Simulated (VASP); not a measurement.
# AlN: single point with PBEsol

Crystal: AlN.

```
CELL_PARAMETERS angstrom
3.38070 0.00000 0.00000
-1.69035 2.92777 0.00000
0.00000 0.00000 4.30560
ATOMIC_POSITIONS crystal
Al 0.33333 0.66667 0.75000
Al 0.66667 0.33333 0.25000
N 0.33333 0.66667 0.25000
N 0.66667 0.33333 0.75000
```

```yaml
Program: VASP 6.6.1
Task: single point
Functional: PBEsol
Potentials_or_basis: VASP PAW PBE potentials, release 64 (Al, N)
Cutoff: 520 eV
k_mesh: 9 × 9 × 6
Occupations: gaussian, width 0.05 eV
Spin: no spin polarisation
```

* Pressure: -15.4 GPa
* Band gap on the k mesh: 2.65 eV

Stress tensor (GPa, compression positive):
```
-15.76   0.00   0.00
  0.00 -15.76   0.00
  0.00   0.00 -14.78
```

Levels at points of the mesh, in eV from the valence-band top:
```csv
k point,band 6,band 7,band 8,band 9,band 10,band 11
"(0.00, 0.00, 0.00)",-1.53,-1.53,0.00,2.65,3.80,7.79
"(0.00, 0.00, 0.50)",-2.35,-2.35,-2.35,5.12,5.12,8.02
```

Wall time 48 s on 1 thread of Intel Xeon 8259CL (shared host), peak memory 0.17 GiB.

Caveat: the cell stands under tension; the PAW data sets were made with another functional, which shifts forces and pressure a little.
